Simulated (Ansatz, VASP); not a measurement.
**One calculation of TiSi, two programs**

```
CELL_PARAMETERS angstrom
3.60079 0.00000 0.00000
0.00000 7.57857 0.00000
0.00000 0.00000 4.14290
ATOMIC_POSITIONS crystal
Ti 0.00000 0.48615 0.05075
Ti 0.50000 0.48615 0.55075
Ti 0.50000 0.01385 0.55075
Ti 0.00000 0.01385 0.05075
Si 0.00000 0.75000 0.55075
Si 0.00000 0.25000 0.55075
Si 0.50000 0.25000 0.05075
Si 0.50000 0.75000 0.05075
```

Change from the starting cell: mode 12 (228.4 1/cm) frozen in, largest displacement +0.105 Å.

Alike in both runs: task single point; functional PBEsol; k mesh 12 × 6 × 10; occupations gaussian, width 0.15 eV; no spin polarisation.

|  | VASP | Ansatz |
| --- | --- | --- |
| version | VASP 6.6.1 | Ansatz 0.2.0 |
| potentials or method | VASP PAW PBE potentials, release 64 (Ti_sv, Si), cutoff 520 eV | scalar-relativistic, plane waves, PAW |
| valence electrons in the cell | 64 | 64 |

|  | VASP | Ansatz | Ansatz less VASP |
| --- | --- | --- | --- |
| gap on the k mesh at the Fermi level (eV) | none | none | - |
| pressure (GPa) | 1.0 | 0.9 | -0.04 |
| traceless stress, the component that is largest in VASP (GPa) | -0.50 | -0.57 | -0.067 |
| rms of the force components (eV/Å) | 0.388 | 0.387 | -0.0011 |

VASP's potentials were made for PBE, not for PBEsol. Atom by atom the forces differ by 0.001 eV/Å (rms over components). A gap of «none» marks a metal or a gap that the smearing closes.
